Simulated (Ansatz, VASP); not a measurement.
# MoS2: VASP beside Ansatz

File INCAR:

```
SYSTEM = MoS2
  PREC = Accurate
  ENCUT = 520
  EDIFF = 1E-6
  ISMEAR = -1
  SIGMA = 0.05
  LREAL = .False.
  LASPH = .True.
  NELM = 150
  ALGO = Normal
  ISIF = 2
  LWAVE = .False.
  LCHARG = .True.
  LMAXMIX = 4
  LDAU = .True.
  LDAUTYPE = 2
  LDAUL = 2 -1
  LDAUU = 5 0
  LDAUJ = 0 0
  LDAUPRINT = 1
  GGA = PE
  LELF = .True.
  LVHAR = .True.
  NBANDS = 20
```

File KPOINTS:

```
regular mesh
0
Gamma
  9 9 4
  0 0 0
```

The input POSCAR:

```
MoS2
1.0
    3.2274645616      0.0000000000      0.0000000000
   -1.6137322808      2.7950663001      0.0000000000
    0.0000000000      0.0000000000      6.3124734200
Mo S
1 2
Direct
    0.0000000000      0.0000000000      0.5000000000
    0.6666666667      0.3333333333      0.7446806800
    0.3333333333      0.6666666667      0.2553193200
```

input.yaml

```yaml
crystal:
  lattice:
    - [3.2274645616, 0.0, 0.0]
    - [-1.6137322808, 2.7950663001, 0.0]
    - [0.0, 0.0, 6.31247342]
  atoms:
    - { symbol: Mo, position: [0.0, 0.0, 0.5] }
    - { symbol: S, position: [0.6666666667, 0.3333333333, 0.74468068] }
    - { symbol: S, position: [0.3333333333, 0.6666666667, 0.25531932] }
hamiltonian:
  xc: pbe
  pseudopotentials: { kind: paw }
  hubbard: { sites: [{ species: Mo, l: d, u_eff: 5.0 }] }
kpoints:
  mp_grid: { grid: [9, 9, 4] }
  band_path:
    path:
      - [[0.0, 0.0, 0.0], [0.5, 0.0, 0.0], [0.3333333333, 0.3333333333, 0.0], [0.0, 0.0, 0.0], [0.0, 0.0, 0.5], [0.5, 0.0, 0.5], [0.3333333333, 0.3333333333, 0.5], [0.0, 0.0, 0.5]]
      - [[0.5, 0.0, 0.5], [0.5, 0.0, 0.0]]
      - [[0.3333333333, 0.3333333333, 0.0], [0.3333333333, 0.3333333333, 0.5]]
    npoints: 14
scf:
  occupations: { method: fermi_dirac, width: 0.05 }
  n_extra_bands: 7
output:
  forces: true
  stress: true
  eigenvalues: true
  fatbands: false
  write_density: true
  write_potential: true
  elf: true
  volumetric_format: npy
```

Alike in both runs: functional PBE; k mesh 9 × 9 × 4; occupations fermi-dirac, width 0.05 eV; no spin polarisation; Hubbard terms Mo d U = 5.0 eV.

|  | VASP | Ansatz |
| --- | --- | --- |
| version | VASP 6.6.1 | Ansatz 0.2.0 |
| potentials or method | VASP PAW PBE potentials, release 64 (Mo_sv, S) | Ansatz PAW |
| plane-wave cutoff (eV) | 520 | 420 |
| valence electrons in the cell | 26 | 26 |
| task | single point | band structure |

|  | VASP | Ansatz | Ansatz less VASP |
| --- | --- | --- | --- |
| gap on the k mesh at the Fermi level (eV) | none | none | - |
| pressure (GPa) | 3.8 | 1.0 | -2.77 |
| traceless stress, the component that is largest in VASP (GPa) | 1.21 | 1.66 | +0.453 |
| rms of the force components (eV/Å) | 0.238 | 0.116 | -0.1218 |

The programs project onto different local orbitals, so the same U acts differently, and such runs can settle in different states. Atom by atom the forces differ by 0.122 eV/Å (rms over components). A gap of «none» marks a metal or a gap that the smearing closes.
